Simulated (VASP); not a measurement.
# TiO2 (R-3m) in VASP: a series of runs, part 2 of 3

VASP 6.6.1.

## Step 3: Single point, r2SCAN

This run uses another cell than the first one, of 17.62 Å³/atom.

POSCAR reads:

```
TiO2
1.0
    1.4973310000      0.8644850000      6.8070054000
   -1.4973310000      0.8644850000      6.8070054000
    0.0000000000     -1.7289690000      6.8070054000
Ti O
1 2
Direct
    0.0000000000      0.0000000000      0.0000000000
    0.6204670000      0.6204670000      0.6204670000
    0.3795330000      0.3795330000      0.3795330000
```

INCAR.step1 reads:

```
SYSTEM = TiO2
PREC     = Accurate       ! precision mode
ENCUT    = 520            ! plane-wave cutoff, eV
ISMEAR   = 0              ! smearing method
SIGMA    = 0.05           ! smearing width, eV
LREAL    = .FALSE.        ! projectors in reciprocal space
LASPH    = .TRUE.         ! aspherical terms in the spheres
NELM     = 100            ! most SCF steps
NBANDS   = 19             ! bands
GGA      = PE             ! functional
ALGO     = Normal         ! electronic algorithm
EDIFF    = 1E-4           ! SCF threshold, eV
LWAVE    = .TRUE.         ! write WAVECAR
LCHARG   = .FALSE.        ! write CHGCAR
```

INCAR.step2 reads:

```
SYSTEM = TiO2
PREC     = Accurate       ! precision mode
ENCUT    = 520            ! plane-wave cutoff, eV
EDIFF    = 1E-6           ! SCF threshold, eV
ISMEAR   = 0              ! smearing method
SIGMA    = 0.05           ! smearing width, eV
LREAL    = .FALSE.        ! projectors in reciprocal space
LASPH    = .TRUE.         ! aspherical terms in the spheres
NELM     = 100            ! most SCF steps
ALGO     = Normal         ! electronic algorithm
ISIF     = 2              ! what is computed and relaxed
LWAVE    = .FALSE.        ! write WAVECAR
LCHARG   = .FALSE.        ! write CHGCAR
METAGGA  = R2SCAN         ! meta-GGA
LMIXTAU  = .TRUE.       
NBANDS   = 19             ! bands
ISTART   = 1
```

KPOINTS reads:

```
Automatic mesh
0
G
  8 8 8
  0 0 0
```

Potentials or basis: VASP PAW PBE potentials, release 64 (Ti_sv, O).

The run is started by

```sh
> cat potpaw_PBE.64/Ti_sv/POTCAR potpaw_PBE.64/O/POTCAR > POTCAR
> cp INCAR.step1 INCAR
> mpirun -np 1 vasp_std > vasp.out
> cp INCAR.step2 INCAR
> mpirun -np 1 vasp_std > vasp.out
```

OUTCAR:

```text
SYSTEM = TiO2
   PREC = Accurate
   ENCUT = 520
   EDIFF = 1E-6
   ISMEAR = 0
   LREAL = .FALSE.
   LASPH = .TRUE.
   NELM = 100
   ISIF = 2
   METAGGA = R2SCAN
   ISTART = 1

 ion  position               nearest neighbor table
   1  0.000  0.000  0.000-   2 1.97   2 1.97   3 1.97   3 1.97   2 1.97   3 1.97
   2  0.620  0.620  0.620-   1 1.97   1 1.97   1 1.97
   3  0.380  0.380  0.380-   1 1.97   1 1.97   1 1.97

  LATTYP: Found a trigonal (rhomboedric) cell.
 ALAT       =     7.0231514973
 COS(alpha) =     0.9090920811

  Lattice vectors:

 A1 = (   1.4973310000,   0.8644850000,   6.8070054000)
 A2 = (  -1.4973310000,   0.8644850000,   6.8070054000)
 A3 = (   0.0000000000,  -1.7289690000,   6.8070054000)

Analysis of symmetry for initial positions (statically):
=====================================================================
 Subroutine PRICEL returns:
 Original cell was already a primitive cell.

 Routine SETGRP: Setting up the symmetry group for a
[... 167 lines left out ...]
  free energy    TOTEN  =       -34.37739126 eV

  energy without entropy =      -34.37739126  energy(sigma->0) =      -34.37739126

 E-fermi :  -0.9231     XC(G=0):  -8.0658

 val. band max:       -1.2729046556   @ k =  -0.1250   0.1250   0.0000
 cond. band min:       1.8576982625   @ k =   0.0000   0.0000   0.0000
 fundamental gap:      3.1306029181
 Fermi energy:        -0.9231280461

 k-point     1 :       0.0000    0.0000    0.0000
  band No.  band energies     occupation
      1     -59.7999      2.00000
      2     -35.0159      2.00000
      3     -34.7407      2.00000
      4     -34.7407      2.00000
      5     -19.7436      2.00000
      6     -17.9046      2.00000
[... 505 lines left out ...]
      6     -18.2526      2.00000
[... 11 lines left out ...]
     18       8.2293      0.00000
     19      11.2779      0.00000

 [... further k-points ...]

------------------------ aborting loop because EDIFF is reached ----------------------------------------

  FORCE on cell =-STRESS in cart. coord.  units (eV):
  Direction    XX          YY          ZZ          XY          YZ          ZX
  --------------------------------------------------------------------------------------
  -------------------------------------------------------------------------------------
  Total       -0.3352822     -0.3352824      0.2070490      0.0000000      0.0000000      0.0000000
  in kB      -10.1610522    -10.1610571      6.2748202      0.0000000      0.0000003      0.0000000
  external PRESSURE =      -4.6824297 kB  Pullay stress =       0.0000000 kB

 VOLUME and BASIS-vectors are now :
 -----------------------------------------------------------------------------
  energy-cutoff  :      520.00
  volume of cell :       52.87
      direct lattice vectors                 reciprocal lattice vectors
     1.497331000  0.864485000  6.807005400     0.333927502  0.192793086  0.048969150
    -1.497331000  0.864485000  6.807005400    -0.333927502  0.192793086  0.048969150
     0.000000000 -1.728969000  6.807005400     0.000000000 -0.385586172  0.048969178

 POSITION                                       TOTAL-FORCE (eV/Angst)
 -----------------------------------------------------------------------------------
      0.00000      0.00000      0.00000        -0.000000     -0.000000      0.000000
      0.00000      0.00000     12.67057         0.000000     -0.000000     -0.146951
      0.00000      0.00000      7.75045         0.000000      0.000000      0.146951
 -----------------------------------------------------------------------------------
    total drift:                                0.000000     -0.000000     -0.000000

  FREE ENERGIE OF THE ION-ELECTRON SYSTEM (eV)
  ---------------------------------------------------
  free  energy   TOTEN  =       -34.3773912618 eV

  energy  without entropy=      -34.3773912618  energy(sigma->0) =      -34.37739126
```

OUTCAR.step1:

```text
SYSTEM = TiO2
   PREC = Accurate
   ENCUT = 520
   ISMEAR = 0
   LREAL = .FALSE.
   LASPH = .TRUE.
   NELM = 100
[... 753 lines left out ...]
      0.00000      0.00000      0.00000         0.000000      0.000000     -0.000000
      0.00000      0.00000     12.67057         0.000000     -0.000000     -0.437557
      0.00000      0.00000      7.75045         0.000000      0.000000      0.437557
 -----------------------------------------------------------------------------------
    total drift:                                0.000000      0.000000     -0.000000

  FREE ENERGIE OF THE ION-ELECTRON SYSTEM (eV)
  ---------------------------------------------------
  free  energy   TOTEN  =       -26.4866094385 eV

  energy  without entropy=      -26.4866094385  energy(sigma->0) =      -26.48660944
```

OSZICAR.step1:

```text
N       E                     dE             d eps       ncg     rms          rms(c)
DAV:   1     0.269612220216E+03    0.26961E+03   -0.12689E+04  2478   0.132E+03
DAV:   2    -0.711320215600E+01   -0.27673E+03   -0.26392E+03  2884   0.379E+02
DAV:   3    -0.335426693671E+02   -0.26429E+02   -0.26210E+02  2835   0.127E+02
DAV:   4    -0.349006847264E+02   -0.13580E+01   -0.13561E+01  3730   0.254E+01
DAV:   5    -0.349204723100E+02   -0.19788E-01   -0.19786E-01  2865   0.309E+00    0.222E+01
DAV:   6    -0.272360406372E+02    0.76844E+01   -0.42665E+01  2934   0.766E+01    0.955E+00
DAV:   7    -0.266776697044E+02    0.55837E+00   -0.11268E+01  2755   0.306E+01    0.705E+00
DAV:   8    -0.264856169523E+02    0.19205E+00   -0.88162E-01  2671   0.107E+01    0.252E+00
DAV:   9    -0.265296267025E+02   -0.44010E-01   -0.33796E-01  3246   0.559E+00    0.203E+00
DAV:  10    -0.264907526834E+02    0.38874E-01   -0.15413E-01  2681   0.411E+00    0.725E-01
DAV:  11    -0.264866831394E+02    0.40695E-02   -0.20864E-02  2768   0.171E+00    0.151E-01
DAV:  12    -0.264866718701E+02    0.11269E-04   -0.12688E-03  2852   0.399E-01    0.961E-02
DAV:  13    -0.264866094385E+02    0.62432E-04   -0.34860E-04  2513   0.154E-01
   1 F= -.26486609E+02 E0= -.26486609E+02  d E =-.214688E-12
```

Wall time 14 min (1 thread of Intel Xeon 6975P-C (Granite Rapids), shared host); peak memory 0.45 GiB.

What came out:

- Free energy: -34.3774 eV
- Pressure: -0.5 GPa
- Largest force: 0.147 eV/Å
- Band gap on the k mesh: 3.13 eV (least direct gap 3.34 eV)

Forces on the atoms (eV/Å):
```
Ti   0.000  0.000  0.000
O    0.000  0.000 -0.147
O    0.000  0.000  0.147
```

Levels at points of the mesh, in eV from the valence-band top:
| k point | band 8 | band 9 | band 10 | band 11 | band 12 | band 13 | band 14 | band 15 | band 16 | band 17 |
| --- | --- | --- | --- | --- | --- | --- | --- | --- | --- | --- |
| (0.00, 0.00, 0.00) | -3.86 | -3.68 | -0.62 | -0.21 | -0.21 | 3.13 | 3.13 | 4.93 | 7.43 | 7.43 |
| (0.50, 0.00, 0.00) | -2.92 | -2.62 | -1.64 | -1.32 | -0.63 | 3.42 | 4.17 | 4.22 | 6.72 | 7.25 |
| (0.50, 0.50, 0.00) | -2.92 | -2.62 | -1.65 | -1.32 | -0.62 | 3.43 | 4.17 | 4.22 | 6.71 | 7.25 |
| (0.50, 0.50, 0.50) | -3.86 | -3.66 | -0.69 | -0.21 | -0.21 | 3.13 | 3.13 | 4.94 | 7.43 | 7.43 |

Caveat: the PAW data sets were made with another functional, which shifts forces and pressure a little.

## Step 4: Single point, r2SCAN

This run uses another cell than the first one, of 18.07 Å³/atom.

POSCAR reads:

```
TiO2
1.0
    1.4973310000      0.8644850000      6.9815440000
   -1.4973310000      0.8644850000      6.9815440000
    0.0000000000     -1.7289690000      6.9815440000
Ti O
1 2
Direct
    0.0000000000      0.0000000000      0.0000000000
    0.6204670000      0.6204670000      0.6204670000
    0.3795330000      0.3795330000      0.3795330000
```

INCAR.step1 reads:

```
  ALGO = Normal
  EDIFF = 1E-4
  ENCUT = 520
  GGA = PE
  ISMEAR = 0
  LASPH = T
  LCHARG = F
  LREAL = F
  LWAVE = T
  NBANDS = 19
  NELM = 100
  PREC = Accurate
  SIGMA = 0.05
```

INCAR.step2 reads:

```
  ALGO = Normal
  EDIFF = 1E-7
  ENCUT = 520
  ISIF = 2
  ISMEAR = 0
  ISTART = 1
  LASPH = T
  LCHARG = F
  LMIXTAU = T
  LREAL = F
  LWAVE = F
  METAGGA = R2SCAN
  NBANDS = 19
  NELM = 100
  PREC = Accurate
  SIGMA = 0.05
```

KPOINTS reads:

```
k-points
0
Gamma
  8 8 8
```

The run is started by

```sh
> cat potpaw_PBE.64/Ti_sv/POTCAR potpaw_PBE.64/O/POTCAR > POTCAR
> cp INCAR.step1 INCAR
> mpirun -np 1 vasp_std > vasp.out
> cp INCAR.step2 INCAR
> mpirun -np 1 vasp_std > vasp.out
```

Run time: 13 min. Hardware: 1 thread of Intel Xeon 6975P-C (Granite Rapids), shared host; peak memory 0.45 GiB.

The run converged. Its results:

```yaml
Free_energy: -34.3720 eV
Pressure: -2.6 GPa
Largest_force: 0.356 eV/Å
Band_gap_on_the_k_mesh: 3.10 eV (least direct gap 3.30 eV)
```

Forces on the atoms (eV/Å):
```
Ti   0.000  0.000  0.000
O    0.000  0.000  0.356
O    0.000  0.000 -0.356
```

Stress tensor (GPa, compression positive):
```
-2.80  0.00  0.00
 0.00 -2.80  0.00
 0.00  0.00 -2.23
```

Levels at points of the mesh, in eV from the valence-band top:
| k point | band 9 | band 10 | band 11 | band 12 | band 13 | band 14 | band 15 | band 16 |
| --- | --- | --- | --- | --- | --- | --- | --- | --- |
| (0.00, 0.00, 0.00) | -3.65 | -0.59 | -0.20 | -0.20 | 3.10 | 3.10 | 4.81 | 7.23 |
| (0.50, 0.00, 0.00) | -2.59 | -1.67 | -1.25 | -0.65 | 3.33 | 4.15 | 4.21 | 6.64 |
| (0.50, 0.50, 0.00) | -2.59 | -1.68 | -1.25 | -0.64 | 3.33 | 4.15 | 4.21 | 6.63 |
| (0.50, 0.50, 0.50) | -3.63 | -0.65 | -0.20 | -0.20 | 3.10 | 3.10 | 4.83 | 7.23 |

Caveat: the PAW data sets were made with another functional, which shifts forces and pressure a little. A k mesh can miss the band edges.

## Step 5: Single point, r2SCAN

This run uses another cell than the first one, of 18.53 Å³/atom.

POSCAR reads:

```
TiO2
1.0
    1.4973310000      0.8644850000      7.1560826000
   -1.4973310000      0.8644850000      7.1560826000
    0.0000000000     -1.7289690000      7.1560826000
Ti O
1 2
Direct
    0.0000000000      0.0000000000      0.0000000000
    0.6204670000      0.6204670000      0.6204670000
    0.3795330000      0.3795330000      0.3795330000
```

INCAR.step1 reads:

```
SYSTEM = TiO2
  PREC = Accurate
  ENCUT = 520
  ISMEAR = 0
  SIGMA = 0.05
  LREAL = .FALSE.
  LASPH = .TRUE.
  NELM = 60
  NBANDS = 19
  GGA = PE
  ALGO = Normal
  EDIFF = 1E-4
  LWAVE = .TRUE.
  LCHARG = .FALSE.
```

INCAR.step2 reads:

```
SYSTEM = TiO2
  PREC = Accurate
  ENCUT = 520
  EDIFF = 1E-7
  ISMEAR = 0
  SIGMA = 0.05
  LREAL = .FALSE.
  LASPH = .TRUE.
  NELM = 60
  ALGO = Normal
  ISIF = 2
  LWAVE = .FALSE.
  LCHARG = .FALSE.
  METAGGA = R2SCAN
  LMIXTAU = .TRUE.
  NBANDS = 19
  ISTART = 1
```

KPOINTS reads:

```
regular mesh
0
G
  8 8 8
  0 0 0
```

The run is started by

```sh
> cat potpaw_PBE.64/Ti_sv/POTCAR potpaw_PBE.64/O/POTCAR > POTCAR
> cp INCAR.step1 INCAR
> mpirun -np 1 vasp_std > vasp.out
> cp INCAR.step2 INCAR
> mpirun -np 1 vasp_std > vasp.out
```

Wall time 13 min (1 thread of Intel Xeon 6975P-C (Granite Rapids), shared host); peak memory 0.48 GiB.

Results (log left out):

```
Free energy            : -34.3428 eV
Pressure               : -4.6 GPa
Largest force          : 0.841 eV/Å
Band gap on the k mesh : 3.07 eV (least direct gap 3.25 eV)
```

Forces in eV/Å, atoms in the order of the input:
```
Ti   0.000  0.000  0.000
O    0.000  0.000  0.841
O    0.000  0.000 -0.841
```

Stress tensor (GPa, compression positive):
```
-4.33  0.00  0.00
 0.00 -4.33  0.00
 0.00  0.00 -5.01
```

Levels at points of the mesh, in eV from the valence-band top:
| k point | band 9 | band 10 | band 11 | band 12 | band 13 | band 14 | band 15 | band 16 |
| --- | --- | --- | --- | --- | --- | --- | --- | --- |
| (0.00, 0.00, 0.00) | -3.54 | -0.57 | -0.17 | -0.17 | 3.07 | 3.07 | 4.70 | 7.04 |
| (0.50, 0.00, 0.00) | -2.56 | -1.70 | -1.18 | -0.66 | 3.23 | 4.13 | 4.21 | 6.55 |
| (0.50, 0.50, 0.00) | -2.56 | -1.71 | -1.18 | -0.66 | 3.24 | 4.13 | 4.21 | 6.54 |
| (0.50, 0.50, 0.50) | -3.54 | -0.61 | -0.17 | -0.17 | 3.07 | 3.07 | 4.71 | 7.04 |

Caveat: the cell stands under tension; the PAW data sets were made with another functional, which shifts forces and pressure a little. A k mesh can miss the band edges.

(Continued in part 3 of 3.)
